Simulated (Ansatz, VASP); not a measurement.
Two plane-wave programs on Au

The input INCAR:

```
PREC = Accurate ; ENCUT = 520
EDIFF = 1E-6 ; ISMEAR = -1
SIGMA = 0.05 ; LREAL = F
LASPH = T ; NELM = 80
ALGO = Normal ; ISIF = 2
LWAVE = F ; LCHARG = F
GGA = PE ; NBANDS = 12
```

The input KPOINTS:

```
regular mesh
0
Gamma
  10 10 10
```

POSCAR

```
Au
1.0
    0.0000000000      2.0074966285      2.0074966285
    2.0074966285      0.0000000000      2.0074966285
    2.0074966285      2.0074966285      0.0000000000
Au
1
Direct
    0.0000000000      0.0000000000      0.0000000000
```

Input for Ansatz:

```yaml
crystal:
  lattice:
    - [0.0, 2.007496628505003, 2.007496628505003]
    - [2.007496628505003, 0.0, 2.007496628505003]
    - [2.007496628505003, 2.007496628505003, 0.0]
  atoms:
    - { symbol: Au, position: [0.0, 0.0, 0.0] }
basis:
  ecutwfc: 500.0
kpoints:
  mp_grid:
    grid: [10, 10, 10]
hamiltonian:
  xc: pbe
scf:
  occupations:
    method: fermi_dirac
    width: 0.05
output:
  stress: true
```

Alike in both runs: task single point; functional PBE; k mesh 10 × 10 × 10; occupations fermi-dirac, width 0.05 eV; no spin polarisation.

|  | VASP | Ansatz |
| --- | --- | --- |
| version | VASP 6.6.1 | Ansatz 0.2.0 |
| potentials or method | VASP PAW PBE potentials, release 64 (Au), cutoff 520 eV | plane waves, PAW |
| valence electrons in the cell | 11 | 19 |

|  | VASP | Ansatz | Ansatz less VASP |
| --- | --- | --- | --- |
| pressure (GPa) | 20.0 | 20.4 | +0.34 |

VASP's potentials hold 11 valence electrons a cell and Ansatz's 19, so a difference there can come from the potentials and not from the codes.

Neither program's run includes spin-orbit coupling.
